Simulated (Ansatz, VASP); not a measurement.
**VSe in VASP and in Ansatz**

Contents of INCAR:

```
  PREC = Accurate
  ENCUT = 500
  EDIFF = 1E-6
  ISMEAR = 0
  SIGMA = 0.05
  LREAL = False
  LASPH = True
  NELM = 200
  ALGO = Normal
  ISIF = 2
  LWAVE = False
  LCHARG = False
  ISPIN = 2
  MAGMOM = 3 0
  LORBIT = 11
  LMAXMIX = 4
  LDAU = True
  LDAUTYPE = 2
  LDAUL = 2 -1
  LDAUU = 5 0
  LDAUJ = 0 0
  LDAUPRINT = 1
  NBANDS = 20
  GGA_COMPAT = False
```

Contents of KPOINTS:

```
Automatic mesh
0
Gamma
  6 6 6
```

POSCAR

```
VSe
1.0
    3.3195141700      0.0000000000      0.0000000000
    0.0000000000      3.3195141700      0.0000000000
    0.0000000000      0.0000000000      3.3195141700
V Se
1 1
Direct
    0.0000000000      0.0000000000      0.0000000000
    0.5000000000      0.5000000000      0.5000000000
```

Input for Ansatz:

```yaml
crystal:
  lattice:
    - [3.31951417, 0.0, 0.0]
    - [0.0, 3.31951417, 0.0]
    - [0.0, 0.0, 3.31951417]
  atoms:
    - { symbol: V, position: [0.0, 0.0, 0.0], spin: 3.0 }
    - { symbol: Se, position: [0.5, 0.5, 0.5] }
basis:
  ecutwfc: 420
  ecutrho_ratio: 4
kpoints:
  mp_grid: { grid: [6, 6, 6] }
hamiltonian:
  xc: lda
  hubbard: { sites: [{ site: 0, l: d, u_eff: 5.0 }] }
scf:
  occupations: { method: gaussian, width: 0.05 }
output:
  forces: true
  stress: true
  eigenvalues: true
  populations: true
  hubbard: { sites: [{ site: 0, l: d }] }
magnetization:
  spin_polarized: true
```

Alike in both runs: task single point; functional LDA; k mesh 6 × 6 × 6; occupations gaussian, width 0.05 eV; collinear spin; Hubbard terms V d U = 5.0 eV.

|  | VASP | Ansatz |
| --- | --- | --- |
| version | VASP 6.6.1 | Ansatz 0.2.0 |
| potentials or method | VASP PAW LDA potentials, release 64 (V_sv, Se), cutoff 500 eV | scalar-relativistic, plane waves, PAW |
| valence electrons in the cell | 19 | 29 |

```tsv
	VASP	Ansatz	Ansatz less VASP
gap on the k mesh at the Fermi level (eV)	none	none	-
pressure (GPa)	-6.0	0.8	+6.74
traceless stress, the component that is largest in VASP (GPa)	0.00	0.68	+0.683
net moment per atom (μB)	1.49	1.49	+0.005
size of the moment on the site where the two differ most (μB)	0.30	0.18	-0.120
```

LDA's correlation is that of Perdew and Zunger in VASP and of Perdew and Wang (1992) in Ansatz. Site moments also hang on the region over which each program counts them. The programs project onto different local orbitals, so the same U acts differently, and such runs can settle in different states. A gap of «none» marks a metal or a gap that the smearing closes. VASP's potentials hold 19 valence electrons a cell and Ansatz's 29, so a difference there can come from the potentials and not from the codes. Ansatz's warnings: filled band counts differ across k points, stability check not made.
